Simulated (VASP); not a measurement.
Crystal: Pt.

```xyz
1
Lattice="0.0000 1.9600 1.9600 1.9600 0.0000 1.9600 1.9600 1.9600 0.0000" Properties=species:S:1:pos:R:3 pbc="T T T"
Pt    0.0000    0.0000    0.0000
```

```yaml
Program: VASP 6.6.1
Task: relaxation of cell and atoms
Functional: PBE
Potentials_or_basis: VASP PAW PBE potentials, release 64 (Pt)
Cutoff: 500 eV
k_mesh: 8 × 8 × 8
Occupations: gaussian, width 0.1 eV
Spin: no spin polarisation
```

At the start: pressure 9.3 GPa; volume 15.06 Å³/atom.

Problem. Where does the relaxation end?

Solution. Over 3 steps the energy falls by 14.3 meV/atom and the volume is 15.59 Å³/atom (+3.5 %); space group Fm-3m (No. 225, to 0.05 Å).

Step by step:
```csv
step,energy change (eV),largest force (eV/Å),pressure (GPa),volume (Å³)
1,0.0000,0.0000,9.29,15.06
2,0.0740,0.0000,-17.19,17.04
3,-0.0143,0.0000,-0.25,15.59
```

Final structure:
```yaml
crystal:
  lattice:
    - [0.00000, 1.98273, 1.98273]
    - [1.98273, 0.00000, 1.98273]
    - [1.98273, 1.98273, 0.00000]
  atoms:
    - { symbol: Pt, position: [0.00000, 0.00000, 0.00000] }
```
